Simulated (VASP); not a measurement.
A run of VASP 6.6.1:

File INCAR:

```
PREC = Accurate
ENCUT = 520
EDIFF = 1E-7
ISMEAR = 0
SIGMA = 0.05
LREAL = F
LASPH = T
NELM = 100
ALGO = Normal
ISIF = 2
LWAVE = F
LCHARG = T
GGA = PE
LELF = T
LVHAR = T
NBANDS = 36
NELECT = 48.0
```

File KPOINTS:

```
regular mesh
0
Gamma
  6 6 6
```

POSCAR

```
HC12
1.0
   -3.5715485858     -1.7857742929     -1.7857742929
   -1.7857742929     -3.5715485858      1.7857742929
   -3.5715485858      1.7857742929      1.7857742929
C H
12 1
Direct
    0.9166666667      0.6666666667      0.2500000000
    0.5833333333      0.3333333333      0.2500000000
    0.2500000000      0.0000000000      0.2500000000
    0.0833333333      0.3333333333      0.7500000000
    0.7500000000      0.0000000000      0.7500000000
    0.4166666667      0.6666666667      0.7500000000
    0.5416666667      0.6666666667      0.3750000000
    0.2083333333      0.3333333333      0.3750000000
    0.8750000000      0.0000000000      0.3750000000
    0.7083333333      0.3333333333      0.8750000000
    0.3750000000      0.0000000000      0.8750000000
    0.0416666667      0.6666666667      0.8750000000
    0.6666666667      0.6666666667      0.0000000000
```

Potentials or basis: VASP PAW PBE potentials, release 64 (C, H).

The run is started by

```console
$ cat potpaw_PBE.64/C/POTCAR potpaw_PBE.64/H/POTCAR > POTCAR
$ mpirun -np 1 vasp_std > vasp.out
```

Hardware: 1 thread of Intel(R) Xeon(R) 6975P-C (Granite Rapids), with other jobs on the host.

How long does it take, and how much memory?

It took 83 s on 1 thread of Intel(R) Xeon(R) 6975P-C (Granite Rapids) (shared host), peak memory 0.26 GiB. Counts: scf iterations 14, k points 68.
